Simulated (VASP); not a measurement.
# Ir (Fm-3m) in VASP: single point with PBEsol

Aim: the single point of Ir with PBEsol.

Everything below comes from runs of VASP 6.6.1. Logs are shortened: lines on timing, memory, paths and dates and some standing lists are left out, and cuts for length are marked.

### Step 1. The cell of the first run

It takes space group Fm-3m (No. 225, cubic). Conventional cell: a = 3.831 Å, b = 3.831 Å, c = 3.831 Å, α = 90.00°, β = 90.00°, γ = 90.00°. Ir (site symmetry m-3m) has 12 Ir at 2.71 Å within 3.6 Å.

### Step 2. Single point, PBEsol, non-collinear spin, zero start, spin-orbit coupling

INCAR

```
SYSTEM = Ir
ALGO = Normal
EDIFF = 1E-6
ENCUT = 560
GGA = PS
GGA_COMPAT = .False.
ISIF = 2
ISMEAR = -1
LASPH = .True.
LCHARG = .False.
LMAXMIX = 4
LNONCOLLINEAR = .True.
LORBIT = 11
LORBMOM = .True.
LREAL = .False.
LSORBIT = .True.
LWAVE = .False.
MAGMOM = 0 0 0
NBANDS = 28
NELM = 200
PREC = Accurate
SIGMA = 0.05
```

KPOINTS

```
k-points
0
Gamma
  12 12 12
  0 0 0
```

POSCAR

```
Ir
1.0
    0.0000000000      1.9156000000      1.9156000000
    1.9156000000      0.0000000000      1.9156000000
    1.9156000000      1.9156000000      0.0000000000
Ir
1
Direct
    0.0000000000      0.0000000000      0.0000000000
```

Potentials or basis: VASP PAW PBE potentials, release 64 (Ir_sv_GW).

Run with:

```
cat potpaw_PBE.64/Ir_sv_GW/POTCAR > POTCAR
mpirun -np 1 vasp_ncl > vasp.out
```

OUTCAR:

```text
SYSTEM = Ir
   EDIFF = 1E-6
   ENCUT = 560
   GGA = PS
   ISIF = 2
   ISMEAR = -1
   LASPH = .True.
   LNONCOLLINEAR = .True.
   LORBIT = 11
   LREAL = .False.
   LSORBIT = .True.
   NELM = 200
   PREC = Accurate

 ion  position               nearest neighbor table
   1  0.000  0.000  0.000-

  LATTYP: Found a face centered cubic cell.
 ALAT       =     3.8312000000

  Lattice vectors:

 A1 = (   0.0000000000,   1.9156000000,   1.9156000000)
 A2 = (   1.9156000000,   0.0000000000,   1.9156000000)
 A3 = (   1.9156000000,   1.9156000000,   0.0000000000)

Analysis of symmetry for initial positions (statically):
=====================================================================
 Subroutine PRICEL returns:
 Original cell was already a primitive cell.

 Routine SETGRP: Setting up the symmetry group for a
 face centered cubic supercell.

 Subroutine GETGRP returns: Found 48 space group operations
 (whereof 48 operations were pure point group operations)
 out of a pool of 48 trial point group operations.

The static configuration has the point symmetry O_h .

Analysis of symmetry for dynamics (positions and initial velocities):
=====================================================================
 Subroutine PRICEL returns:
 Original cell was already a primitive cell.

 Routine SETGRP: Setting up the symmetry group for a
 face centered cubic supercell.

 Subroutine GETGRP returns: Found 48 space group operations
 (whereof 48 operations were pure point group operations)
 out of a pool of 48 trial point group operations.

The dynamic configuration has the point symmetry O_h .

Analysis of structural, dynamic, and magnetic symmetry:
=====================================================================
 Subroutine PRICEL returns:
 Original cell was already a primitive cell.

 Routine SETGRP: Setting up the symmetry group for a
 face centered cubic supercell.

 Subroutine GETGRP returns: Found 48 space group operations
 (whereof 48 operations were pure point group operations)
 out of a pool of 48 trial point group operations.

The overall configuration has the point symmetry O_h .

 Subroutine INISYM returns: Found 48 space group operations
 (whereof 48 operations are pure point group operations),
 and found     1 'primitive' translations

----------------------------------------------------------------------------------------

                                     Primitive cell

  volume of cell :      14.0587

  direct lattice vectors                    reciprocal lattice vectors
     0.000000000  1.915600000  1.915600000    -0.261014826  0.261014826  0.261014826
     1.915600000  0.000000000  1.915600000     0.261014826 -0.261014826  0.261014826
     1.915600000  1.915600000  0.000000000     0.261014826  0.261014826 -0.261014826

  length of vectors
     2.709067500  2.709067500  2.709067500     0.452090940  0.452090940  0.452090940

  position of ions in fractional coordinates (direct lattice)
     0.000000000  0.000000000  0.000000000

  ion indices of the primitive-cell ions
   primitive index   ion index
                 1           1

----------------------------------------------------------------------------------------

 KPOINTS: k-points

Automatic generation of k-mesh.
 Grid dimensions read from file:
 generate k-points for:   12   12   12

 Generating k-lattice:

[... 56 lines left out ...]
   LNONCOLLINEAR =      T non collinear calculations
   LSORBIT =      T    spin-orbit coupling
   LASPH  =      T    aspherical Exc in radial PAW
   ENCUT  =  560.0 eV  41.16 Ry    6.42 a.u.   5.23  5.23  5.23*2*pi/ulx,y,z
   NELM   =    200;   NELMIN=  2; NELMDL= -5     # of ELM steps
   EDIFF  = 0.1E-05   stopping-criterion for ELM
   LREAL  =      F    real-space projection
   EDIFFG = 0.1E-04   stopping-criterion for IOM
   NSW    =      0    number of steps for IOM
   IBRION =     -1    ionic relax: 0-MD 1-quasi-New 2-CG
   NFREE  =      0    steps in history (QN), initial steepest desc. (CG)
   ISIF   =      2    stress and relaxation
   ISYM   =      2    0-nonsym 1-usesym 2-fastsym
   POTIM  = 0.5000    time-step for ionic-motion
   TEBEG  =    0.0;   TEEND  =   0.0 temperature during run
   PSTRESS=    0.0 pullay stress
   NELECT =      17.0000    total number of electrons
   NUPDOWN=      -1.0000    fix difference up-down
   EMIN   =  10.00;   EMAX   =-10.00  energy-range for DOS
   EFERMI =   0.00;   METHOD = LEGACY
   ISMEAR =    -1;   SIGMA  =   0.05  broadening in eV -4-tet -1-fermi 0-gaus
   EFERMI_NEDOS =   21; number of points for ismear=-14 and -15
   IALGO  =     38    algorithm
   IMIX   =      4    mixing-type and parameters
     AMIX     =   0.40;   BMIX     =  1.00
     AMIX_MAG =   1.60;   BMIX_MAG =  1.00
  volume/ion in A,a.u.               =      14.06        94.87
  Fermi-wavevector in a.u.,A,eV,Ry     =   1.744120  3.295909 41.388295  3.041954
  Thomas-Fermi vector in A             =   2.816061
   LORBIT       =     11    0 simple, 1 ext, 2 COOP (PROOUT), +10 PAW based schemes
   GGA     = PS    functional components
   LHFCALC =     F    Hartree Fock is set to
   AEXX    =    0.0000 exact exchange contribution
   IVDW    =     0    specifies the selected vdW correction
   LEPSILON=     F    determine dielectric tensor
   LRPA    =     F    only Hartree local field effects (RPA)
  energy-cutoff  :      560.00
  volume of cell :       14.06
 maximum number of plane-waves:       888
 NGX is ok and might be reduce to    24
   NGX = 11   NGY = 11   NGZ = 11

 number of electron      17.0000000 magnetization       0.0000000      0.0000000      0.0000000

 number of electron      17.0000000 magnetization      -0.0000000     -0.0000000     -0.0000000

 number of electron      17.0000000 magnetization      -0.0000000      0.0000000      0.0000000

 number of electron      17.0000000 magnetization       0.0000000     -0.0000000     -0.0000000

 Free energy of the ion-electron system (eV)
  ---------------------------------------------------
  ext. energy  EPLUGINS =         0.00000000
  ---------------------------------------------------
  free energy    TOTEN  =       -12.45296553 eV

  energy without entropy =      -12.44735714  energy(sigma->0) =      -12.45016134

 E-fermi :  12.9799     XC(G=0): -14.7456

 val. band max:       12.9608980936   @ k =   0.3333   0.0000   0.0000
 cond. band min:      13.0055983047   @ k =  -0.2500   0.0833   0.0000
 fundamental gap:      0.0447002111
 Fermi energy:        12.9798742391

 k-point     1 :       0.0000    0.0000    0.0000
  band No.  band energies     occupation
      1     -80.1901      1.00000
      2     -80.1901      1.00000
      3     -45.0857      1.00000
      4     -45.0857      1.00000
      5     -32.7299      1.00000
      6     -32.7299      1.00000
[... 733 lines left out ...]
     27      32.2132      0.00000
     28      32.2132      0.00000

 [... further k-points ...]

------------------------ aborting loop because EDIFF is reached ----------------------------------------

  FORCE on cell =-STRESS in cart. coord.  units (eV):
  Direction    XX          YY          ZZ          XY          YZ          ZX
  --------------------------------------------------------------------------------------
  -------------------------------------------------------------------------------------
  Total       -0.0597536     -0.0597536     -0.0597536      0.0000000     -0.0000000      0.0000000
  in kB       -6.8097372     -6.8097372     -6.8097372      0.0000000     -0.0000000      0.0000000
  external PRESSURE =      -6.8097372 kB  Pullay stress =       0.0000000 kB

 VOLUME and BASIS-vectors are now :
 -----------------------------------------------------------------------------
  energy-cutoff  :      560.00
  volume of cell :       14.06
      direct lattice vectors                 reciprocal lattice vectors
     0.000000000  1.915600000  1.915600000    -0.261014826  0.261014826  0.261014826
     1.915600000  0.000000000  1.915600000     0.261014826 -0.261014826  0.261014826
     1.915600000  1.915600000  0.000000000     0.261014826  0.261014826 -0.261014826

 POSITION                                       TOTAL-FORCE (eV/Angst)
 -----------------------------------------------------------------------------------
      0.00000      0.00000      0.00000         0.000000      0.000000      0.000000
 -----------------------------------------------------------------------------------
    total drift:                               -0.000000      0.000000      0.000000

  FREE ENERGIE OF THE ION-ELECTRON SYSTEM (eV)
  ---------------------------------------------------
  free  energy   TOTEN  =       -12.4529655317 eV

  energy  without entropy=      -12.4473571388  energy(sigma->0) =      -12.45016134

 orbital moment (x)

 # of ion     p       d       f       tot
 ------------------------------------------------
  1         0.000  -0.000  -0.000  -0.000
 ------------------------------------------------
            0.000  -0.000  -0.000  -0.000

 orbital moment (y)

 # of ion     p       d       f       tot
 ------------------------------------------------
  1         0.000  -0.000  -0.000  -0.000
 ------------------------------------------------
            0.000  -0.000  -0.000  -0.000

 orbital moment (z)

 # of ion     p       d       f       tot
 ------------------------------------------------
  1         0.000  -0.000  -0.000  -0.000
 ------------------------------------------------
            0.000  -0.000  -0.000  -0.000

 Spin-Orbit-Coupling matrix elements

 Ion:    1  E_soc:     -4.0386150
 l=   1
     0.0000000    -0.5926974    -0.5926974
    -0.5926974     0.0000000    -0.5926974
    -0.5926974    -0.5926974     0.0000000
 l=   2
     0.0000000    -0.0138503     0.0000000    -0.0138503    -0.0665460
    -0.0138503     0.0000000    -0.0499095    -0.0138503    -0.0166365
     0.0000000    -0.0499095     0.0000000    -0.0499095     0.0000000
    -0.0138503    -0.0138503    -0.0499095     0.0000000    -0.0166365
    -0.0665460    -0.0166365     0.0000000    -0.0166365     0.0000000
 l=   3
     0.0000000    -0.0000014     0.0000000     0.0000000     0.0000000    -0.0000013    -0.0000040
    -0.0000014     0.0000000    -0.0000023     0.0000000    -0.0000023    -0.0000037    -0.0000014
     0.0000000    -0.0000023     0.0000000    -0.0000028    -0.0000012    -0.0000011     0.0000000
     0.0000000     0.0000000    -0.0000028     0.0000000    -0.0000028     0.0000000     0.0000000
     0.0000000    -0.0000023    -0.0000012    -0.0000028     0.0000000    -0.0000011     0.0000000
    -0.0000013    -0.0000037    -0.0000011     0.0000000    -0.0000011     0.0000000    -0.0000013
    -0.0000040    -0.0000014     0.0000000     0.0000000     0.0000000    -0.0000013     0.0000000

 total charge

# of ion       s       p       d       f       tot
--------------------------------------------------
    1        4.055   6.132   6.301   0.026  16.513

 magnetization (x)

# of ion       s       p       d       f       tot
--------------------------------------------------
    1        0.000   0.000   0.000   0.000   0.000

 magnetization (y)

# of ion       s       p       d       f       tot
--------------------------------------------------
    1       -0.000  -0.000   0.000   0.000  -0.000

 magnetization (z)

# of ion       s       p       d       f       tot
--------------------------------------------------
    1        0.000   0.000  -0.000  -0.000  -0.000
```

Run time: 57 s. Hardware: 1 thread of AMD EPYC 9R45 (Zen 5), shared host; peak memory 0.2 GiB.

Results:

* Free energy: -12.4530 eV
* Pressure: -0.7 GPa
* Net moment: 0.00 μB per cell
* Valence electrons inside the program's atomic spheres: Ir 16.51

Moments on the atoms (μB; x, y, z):
```
Ir  0.00 0.00 0.00
```

Caveat: the PAW data sets were made with another functional, which shifts forces and pressure a little.
